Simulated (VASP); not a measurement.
Sr:

```
Sr
1.0
    -3.70636    3.70636    2.02088
     3.70636   -3.70636    2.02088
     3.70636    3.70636   -2.02088
Sr
2
Direct
  0.00000 0.00000 0.00000
  0.75000 0.25000 0.50000
```

| Property | Result |
| --- | --- |
| Program | VASP 6.6.1 |
| Task | relaxation of cell and atoms |
| Functional | BLYP |
| Dispersion | D4 |
| Potentials or basis | VASP PAW PBE potentials, release 64 (Sr_sv) |
| Cutoff | 600 eV |
| k mesh | 8 × 8 × 8 |
| Occupations | methfessel-paxton, width 0.1 eV |
| Spin | no spin polarisation |

At the start: pressure -0.4 GPa; volume 55.52 Å³/atom.

How do energy, volume and symmetry change on relaxing?

Over 7 steps the energy falls by 6.2 meV/atom and the volume is 52.10 Å³/atom (-6.2 %); space group I4_1/amd (No. 141, to 0.1 Å) before and after.

The path:
```tsv
step	energy change (eV)	largest force (eV/Å)	pressure (GPa)	volume (Å³)
1	0.0000	0.0000	-0.45	111.04
2	-0.0077	0.0000	-0.30	108.56
3	-0.0120	0.0000	-0.07	105.30
4	-0.0121	0.0000	-0.05	105.07
5	-0.0121	0.0000	-0.05	104.95
6	-0.0123	0.0000	-0.02	104.52
7	-0.0124	0.0000	0.00	104.20
```

Final structure:
```
CELL_PARAMETERS angstrom
-3.65055 3.65055 1.95467
3.65055 -3.65055 1.95467
3.65055 3.65055 -1.95467
ATOMIC_POSITIONS crystal
Sr 0.00000 0.00000 0.00000
Sr 0.75000 0.25000 0.50000
```

Caveat: the PAW data sets were made with another functional, which shifts forces and pressure a little.
